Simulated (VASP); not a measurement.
B:

```
CELL_PARAMETERS angstrom
2.79700 1.61485 4.02520
-2.79700 1.61485 4.02520
0.00000 -3.22970 4.02520
ATOMIC_POSITIONS crystal
B 0.50000 0.50000 0.50000
B 0.80390 0.31610 0.80390
B 0.80390 0.80390 0.31610
B 0.31610 0.80390 0.80390
B 0.19610 0.68390 0.19610
B 0.68390 0.19610 0.19610
B 0.19610 0.19610 0.68390
B 0.00600 0.32950 0.00600
B 0.00600 0.00600 0.32950
B 0.32950 0.00600 0.00600
B 0.99400 0.67050 0.99400
B 0.67050 0.99400 0.99400
B 0.99400 0.99400 0.67050
B 0.61920 0.61920 0.61920
B 0.38080 0.38080 0.38080
```

* Program: VASP 6.6.1
* Task: relaxation of cell and atoms
* Functional: PBE
* Potentials or basis: VASP PAW PBE potentials, release 64 (B)
* Cutoff: 500 eV
* k mesh: 6 × 6 × 6
* Occupations: gaussian, width 0.1 eV
* Spin: no spin polarisation

At the start: pressure 21.9 GPa; volume 7.27 Å³/atom.

Task: How do energy, volume and symmetry change on relaxing?

Result: Over 9 steps the energy falls by 114.8 meV/atom and the volume is 7.80 Å³/atom (+7.3 %); space group R-3m (No. 166, to 0.1 Å) before and after.

The path:
```
step  energy change (eV)  largest force (eV/Å)  pressure (GPa)  volume (Å³)
   1              0.0000                5.0459           21.90       109.08
   2             -1.0247                1.9597          -12.50       125.54
   3             -1.5257                0.5070           -2.03       118.91
   4             -1.6770                0.4515           -1.27       118.63
   5             -1.6803                0.3562           -1.44       118.67
   6             -1.7153                0.1925           -0.35       117.55
   7             -1.7184                0.1901            0.12       117.10
   8             -1.7210                0.0700           -0.04       117.04
   9             -1.7215                0.0298            0.00       117.06
```

Final structure:
```yaml
crystal:
  lattice:
    - [2.90309, 1.67610, 4.00940]
    - [-2.90309, 1.67610, 4.00940]
    - [0.00000, -3.35220, 4.00940]
  atoms:
    - { symbol: B, position: [0.50000, 0.50000, 0.50000] }
    - { symbol: B, position: [0.80671, 0.30120, 0.80671] }
    - { symbol: B, position: [0.80671, 0.80671, 0.30120] }
    - { symbol: B, position: [0.30120, 0.80671, 0.80671] }
    - { symbol: B, position: [0.19329, 0.69880, 0.19329] }
    - { symbol: B, position: [0.69880, 0.19329, 0.19329] }
    - { symbol: B, position: [0.19329, 0.19329, 0.69880] }
    - { symbol: B, position: [0.00532, 0.33111, 0.00532] }
    - { symbol: B, position: [0.00532, 0.00532, 0.33111] }
    - { symbol: B, position: [0.33111, 0.00532, 0.00532] }
    - { symbol: B, position: [0.99468, 0.66889, 0.99468] }
    - { symbol: B, position: [0.66889, 0.99468, 0.99468] }
    - { symbol: B, position: [0.99468, 0.99468, 0.66889] }
    - { symbol: B, position: [0.63441, 0.63441, 0.63441] }
    - { symbol: B, position: [0.36559, 0.36559, 0.36559] }
```

Caveat: an odd number of electrons without spin polarisation forces a metal; a magnetic or distorted state may lie lower.
